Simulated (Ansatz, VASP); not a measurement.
## Hg: VASP beside Ansatz

Contents of INCAR:

```
SYSTEM = Hg
PREC = Accurate
ENCUT = 520
EDIFF = 1E-7
ISMEAR = -1
SIGMA = 0.1
LREAL = .FALSE.
LASPH = .TRUE.
NELM = 150
ALGO = Normal
ISIF = 2
LWAVE = .FALSE.
LCHARG = .FALSE.
MAGMOM = 0 0 0
LORBIT = 11
LSORBIT = .TRUE.
GGA_COMPAT = .FALSE.
LORBMOM = .TRUE.
GGA = PS
NBANDS = 23
```

KPOINTS

```
regular mesh
0
G
  11 11 11
  0 0 0
```

The input POSCAR:

```
Hg
1.0
    1.7724297537      1.0233127954      2.1954838308
   -1.7724297537      1.0233127954      2.1954838308
    0.0000000000     -2.0466255908      2.1954838308
Hg
1
Direct
    0.0000000000      0.0000000000      0.0000000000
```

Input for Ansatz:

```yaml
crystal:
  lattice:
    - [1.7724297537, 1.0233127954, 2.1954838308]
    - [-1.7724297537, 1.0233127954, 2.1954838308]
    - [0.0, -2.0466255908, 2.1954838308]
  atoms:
    - { symbol: Hg, position: [0.0, 0.0, 0.0] }
hamiltonian:
  xc: pbesol
  pseudopotentials:
    kind: paw_fr
    azcp:
      Hg: "pseudopotentials/Hg.paw.azcp"
basis:
  ecutwfc: 420
  fft_grid_basis: typed
kpoints:
  mp_grid: { grid: [11, 11, 11], shift: [0, 0, 0] }
magnetization:
  noncollinear: true
  spin_orbit: true
scf:
  occupations: { method: fermi_dirac, width: 0.1 }
```

Alike in both runs: task single point; functional PBEsol; k mesh 11 × 11 × 11; occupations fermi-dirac, width 0.1 eV; non-collinear spin, spin-orbit coupling.

|  | VASP | Ansatz |
| --- | --- | --- |
| version | VASP 6.6.1 | Ansatz 0.2.0 |
| potentials or method | VASP PAW PBE potentials, release 64 (Hg), cutoff 520 eV | plane waves (420 eV) with PAW, fully relativistic with spin-orbit coupling |
| valence electrons in the cell | 12 | 20 |

```tsv
	VASP	Ansatz	Ansatz less VASP
net moment per atom (μB)	0.00	0.00	0.000
```

VASP's potentials were made for PBE, not for PBEsol, and Ansatz warns of the same on its side. With one functional, cell and mesh, what is left measures potentials, basis and numerics. VASP's potentials hold 12 valence electrons a cell and Ansatz's 20, so a difference there can come from the potentials and not from the codes.
